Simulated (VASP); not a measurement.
**TiSi8Mo3: single point with PBE**

Crystal: TiSi8Mo3.

```
CELL_PARAMETERS angstrom
2.28333 -3.96424 0.00000
2.28333 3.96424 0.00000
0.00000 0.00000 9.10009
ATOMIC_POSITIONS crystal
Ti 0.00000 0.00000 0.00000
Si 0.66766 0.33234 0.00000
Si 0.16526 0.83474 0.75037
Si 0.66616 0.33384 0.50000
Si 0.16526 0.83474 0.24963
Si 0.33234 0.66766 0.00000
Si 0.83474 0.16526 0.75037
Si 0.33384 0.66616 0.50000
Si 0.83474 0.16526 0.24963
Mo 0.50000 0.50000 0.74941
Mo 0.00000 0.00000 0.50000
Mo 0.50000 0.50000 0.25059
```

| Property | Result |
| --- | --- |
| Program | VASP 6.6.1 |
| Task | single point |
| Functional | PBE |
| Potentials or basis | VASP PAW PBE potentials, release 64 (Ti_sv, Si, Mo_sv) |
| Cutoff | 520 eV |
| k mesh | 10 × 10 × 4 |
| Occupations | gaussian, width 0.1 eV |
| Spin | no spin polarisation |

The pressure is 0.1 GPa and the largest force is 0.005 eV/Å. The band gap on the k mesh is zero (bands 43 and 44 overlap by 0.78 eV).

Forces in eV/Å, atoms in the order of the input:
```
Ti   0.000  0.000  0.000
Si   0.000 -0.001  0.000
Si   0.000 -0.003  0.003
Si   0.000 -0.005  0.000
Si   0.000 -0.003 -0.003
Si   0.000  0.001  0.000
Si   0.000  0.003  0.003
Si   0.000  0.005  0.000
Si   0.000  0.003 -0.003
Mo   0.000  0.000  0.003
Mo   0.000  0.000  0.000
Mo   0.000  0.000 -0.003
```

Levels at points of the mesh, in eV from the Fermi level:
```csv
k point,band 41,band 42,band 43,band 44,band 45,band 46
"(0.00, 0.00, 0.00)",-1.30,-1.19,-0.97,0.98,2.70,2.91
"(0.50, 0.00, 0.00)",-1.36,-0.63,0.16,0.25,1.71,1.99
"(0.50, 0.50, 0.00)",-0.50,-0.19,-0.17,0.45,0.50,0.56
"(0.00, 0.00, 0.50)",-1.13,-0.96,-0.78,-0.17,2.43,2.61
"(0.50, 0.00, 0.50)",-1.01,-0.60,-0.32,-0.19,1.99,2.02
"(0.50, 0.50, 0.50)",-0.48,0.02,0.04,0.21,0.24,0.33
```

Wall time 16 min on 1 thread of Intel(R) Xeon(R) Platinum 8259CL CPU @ 2.50GHz (Skylake/Cascade Lake), on a shared host, peak memory 0.76 GiB.
